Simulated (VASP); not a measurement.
# Hf3S (Pm-3m) in VASP: further runs

Hf3S is run at these levels: PBE; tasks: single point, relaxation of cell and atoms.

Program: VASP 6.6.1. These are calculated values, not measurements. Logs are shortened: lines on timing, memory, paths and dates and some standing lists are left out, and cuts for length are marked.

### 1 The cell of the first run

It takes space group Pm-3m (No. 221, cubic). The conventional cell has a = 4.271 Å, b = 4.271 Å, c = 4.271 Å, α = 90.00°, β = 90.00°, γ = 90.00°. Hf (site symmetry 4/mmm) has 8 Hf at 3.02 Å and 4 S at 3.02 Å within 4.0 Å. S (site symmetry m-3m) has 12 Hf at 3.02 Å within 4.0 Å.

### 2 Single point, PBE

Input file INCAR:

```
ALGO = Normal
EDIFF = 1E-6
ENCUT = 520
GGA = PE
ISIF = 2
ISMEAR = 0
LASPH = T
LCHARG = T
LELF = T
LREAL = F
LVHAR = T
LWAVE = F
NBANDS = 26
NELM = 100
PREC = Accurate
SIGMA = 0.1
```

Input file KPOINTS:

```
k-points
0
Gamma
  4 4 4
```

Input file POSCAR:

```
Hf3S
1.0
    4.2713983045      0.0000000000      0.0000000000
    0.0000000000      4.2713983045      0.0000000000
    0.0000000000      0.0000000000      4.2713983045
Hf S
3 1
Direct
    0.0000000000      0.5000000000      0.5000000000
    0.5000000000      0.0000000000      0.5000000000
    0.5000000000      0.5000000000      0.0000000000
    0.0000000000      0.0000000000      0.0000000000
```

Potentials or basis: VASP PAW PBE potentials, release 64 (Hf_pv, S).

The run is started by

```bash
$ cat potpaw_PBE.64/Hf_pv/POTCAR potpaw_PBE.64/S/POTCAR > POTCAR
$ mpirun -np 1 vasp_std > vasp.out
```

OUTCAR:

```text
EDIFF = 1E-6
   ENCUT = 520
   GGA = PE
   ISIF = 2
   ISMEAR = 0
   LASPH = T
   LREAL = F
   NELM = 100
   PREC = Accurate

 ion  position               nearest neighbor table
   1  0.000  0.500  0.500-   2 3.02   3 3.02   4 3.02   3 3.02   4 3.02   2 3.02   4 3.02   4 3.02
                             2 3.02   3 3.02   3 3.02   2 3.02
   2  0.500  0.000  0.500-   1 3.02   3 3.02   4 3.02   3 3.02   4 3.02   1 3.02   3 3.02   3 3.02
                             1 3.02   4 3.02   4 3.02   1 3.02
   3  0.500  0.500  0.000-   1 3.02   2 3.02   4 3.02   1 3.02   2 3.02   2 3.02   4 3.02   2 3.02
                             1 3.02   4 3.02   1 3.02   4 3.02
   4  0.000  0.000  0.000-   1 3.02   2 3.02   3 3.02   1 3.02   2 3.02   1 3.02   3 3.02   1 3.02
                             2 3.02   3 3.02   2 3.02   3 3.02

  LATTYP: Found a simple cubic cell.
 ALAT       =     4.2713983045

  Lattice vectors:

 A1 = (   4.2713983045,   0.0000000000,   0.0000000000)
 A2 = (   0.0000000000,   4.2713983045,   0.0000000000)
 A3 = (   0.0000000000,   0.0000000000,   4.2713983045)

Analysis of symmetry for initial positions (statically):
=====================================================================
 Subroutine PRICEL returns:
 Original cell was already a primitive cell.

 Routine SETGRP: Setting up the symmetry group for a
 simple cubic supercell.

 Subroutine GETGRP returns: Found 48 space group operations
 (whereof 48 operations were pure point group operations)
 out of a pool of 48 trial point group operations.

The static configuration has the point symmetry O_h .

Analysis of symmetry for dynamics (positions and initial velocities):
=====================================================================
 Subroutine PRICEL returns:
 Original cell was already a primitive cell.

 Routine SETGRP: Setting up the symmetry group for a
 simple cubic supercell.

 Subroutine GETGRP returns: Found 48 space group operations
 (whereof 48 operations were pure point group operations)
 out of a pool of 48 trial point group operations.

The dynamic configuration has the point symmetry O_h .

 Subroutine INISYM returns: Found 48 space group operations
 (whereof 48 operations are pure point group operations),
 and found     1 'primitive' translations

----------------------------------------------------------------------------------------

                                     Primitive cell
[... 79 lines left out ...]
   NELM   =    100;   NELMIN=  2; NELMDL= -5     # of ELM steps
   EDIFF  = 0.1E-05   stopping-criterion for ELM
   LREAL  =      F    real-space projection
   EDIFFG = 0.1E-04   stopping-criterion for IOM
   NSW    =      0    number of steps for IOM
   IBRION =     -1    ionic relax: 0-MD 1-quasi-New 2-CG
   NFREE  =      0    steps in history (QN), initial steepest desc. (CG)
   ISIF   =      2    stress and relaxation
   ISYM   =      2    0-nonsym 1-usesym 2-fastsym
   POTIM  = 0.5000    time-step for ionic-motion
   TEBEG  =    0.0;   TEEND  =   0.0 temperature during run
   PSTRESS=    0.0 pullay stress
   NELECT =      36.0000    total number of electrons
   NUPDOWN=      -1.0000    fix difference up-down
   EMIN   =  10.00;   EMAX   =-10.00  energy-range for DOS
   EFERMI =   0.00;   METHOD = LEGACY
   ISMEAR =     0;   SIGMA  =   0.10  broadening in eV -4-tet -1-fermi 0-gaus
   EFERMI_NEDOS =   21; number of points for ismear=-14 and -15
   IALGO  =     38    algorithm
   IMIX   =      4    mixing-type and parameters
     AMIX     =   0.40;   BMIX     =  1.00
     AMIX_MAG =   1.60;   BMIX_MAG =  1.00
  volume/ion in A,a.u.               =      19.48       131.48
  Fermi-wavevector in a.u.,A,eV,Ry     =   1.265529  2.391504 21.790612  1.601565
  Thomas-Fermi vector in A             =   2.398778
   LORBIT       =      0    0 simple, 1 ext, 2 COOP (PROOUT), +10 PAW based schemes
   GGA     = PE    functional components
   LHFCALC =     F    Hartree Fock is set to
   AEXX    =    0.0000 exact exchange contribution
   IVDW    =     0    specifies the selected vdW correction
   LEPSILON=     F    determine dielectric tensor
   LRPA    =     F    only Hartree local field effects (RPA)
 non-spin polarized calculation
 Gauss-broadening in eV      SIGMA  =   0.10
  energy-cutoff  :      520.00
  volume of cell :       77.93
 maximum number of plane-waves:      2176
 NGX is ok and might be reduce to    32
   NGX = 15   NGY = 15   NGZ = 15

 number of electron      35.9999996 magnetization

 Free energy of the ion-electron system (eV)
  ---------------------------------------------------
  ext. energy  EPLUGINS =         0.00000000
  ---------------------------------------------------
  free energy    TOTEN  =       -34.05749477 eV

  energy without entropy =      -34.03842147  energy(sigma->0) =      -34.04795812

 E-fermi :   6.4469     XC(G=0): -11.5093

 val. band max:        6.4283020417   @ k =   0.2500   0.0000   0.0000
 cond. band min:       6.5000412353   @ k =   0.5000   0.5000   0.2500
 fundamental gap:      0.0717391936
 Fermi energy:         6.4468946206

 k-point     1 :       0.0000    0.0000    0.0000
  band No.  band energies     occupation
      1     -24.6214      2.00000
      2     -24.6214      2.00000
      3     -24.6214      2.00000
      4     -24.1848      2.00000
      5     -24.1848      2.00000
      6     -24.1848      2.00000
[... 279 lines left out ...]
     25       9.7432      0.00000
     26       9.7432      0.00000

------------------------ aborting loop because EDIFF is reached ----------------------------------------

  FORCE on cell =-STRESS in cart. coord.  units (eV):
  Direction    XX          YY          ZZ          XY          YZ          ZX
  --------------------------------------------------------------------------------------
  -------------------------------------------------------------------------------------
  Total       -0.6743551     -0.6743551     -0.6743551     -0.0000000     -0.0000000      0.0000000
  in kB      -13.8640149    -13.8640149    -13.8640149     -0.0000000     -0.0000000      0.0000000
  external PRESSURE =     -13.8640149 kB  Pullay stress =       0.0000000 kB

 VOLUME and BASIS-vectors are now :
 -----------------------------------------------------------------------------
  energy-cutoff  :      520.00
  volume of cell :       77.93
      direct lattice vectors                 reciprocal lattice vectors
     4.271398304  0.000000000  0.000000000     0.234115371  0.000000000  0.000000000
     0.000000000  4.271398304  0.000000000     0.000000000  0.234115371  0.000000000
     0.000000000  0.000000000  4.271398304     0.000000000  0.000000000  0.234115371

 POSITION                                       TOTAL-FORCE (eV/Angst)
 -----------------------------------------------------------------------------------
      0.00000      2.13570      2.13570         0.000000      0.000000      0.000000
      2.13570      0.00000      2.13570         0.000000      0.000000      0.000000
      2.13570      2.13570      0.00000         0.000000      0.000000      0.000000
      0.00000      0.00000      0.00000         0.000000      0.000000      0.000000
 -----------------------------------------------------------------------------------
    total drift:                                0.000000     -0.000000     -0.000000

  FREE ENERGIE OF THE ION-ELECTRON SYSTEM (eV)
  ---------------------------------------------------
  free  energy   TOTEN  =       -34.0574947666 eV

  energy  without entropy=      -34.0384214687  energy(sigma->0) =      -34.04795812
```

It took 37 s on 1 thread of AMD EPYC 7R13, shared host; peak memory 0.15 GiB.

Results:

| Quantity | Value |
| --- | --- |
| Free energy | -34.0575 eV |
| Pressure | -1.4 GPa |
| Band gap on the k mesh | zero (band 18 reaches 7.20 eV, above the bottom of band 19 at 4.33 eV) |

Levels at points of the mesh, in eV from the Fermi level:
```tsv
k point	band 13	band 14	band 15	band 16	band 17	band 18	band 19	band 20	band 21	band 22
(0.00, 0.00, 0.00)	-4.40	-4.40	-3.03	-3.03	-2.12	-2.12	-2.12	-1.26	2.42	2.42
(0.50, 0.00, 0.00)	-5.12	-3.31	-1.34	-1.04	-1.03	0.30	0.37	0.37	0.79	1.55
(0.50, 0.50, 0.00)	-5.51	-2.36	-1.14	-1.14	-0.66	0.51	0.51	0.94	1.76	1.76
(0.50, 0.50, 0.50)	-5.19	-3.58	-3.58	-3.58	0.39	0.75	0.75	0.75	1.03	2.10
```

Caveat: the k points lie up to 0.37 Å⁻¹ apart; spin-orbit coupling is left out, which moves the levels of the heavy elements.

(Part 1 of 2 ends here.)
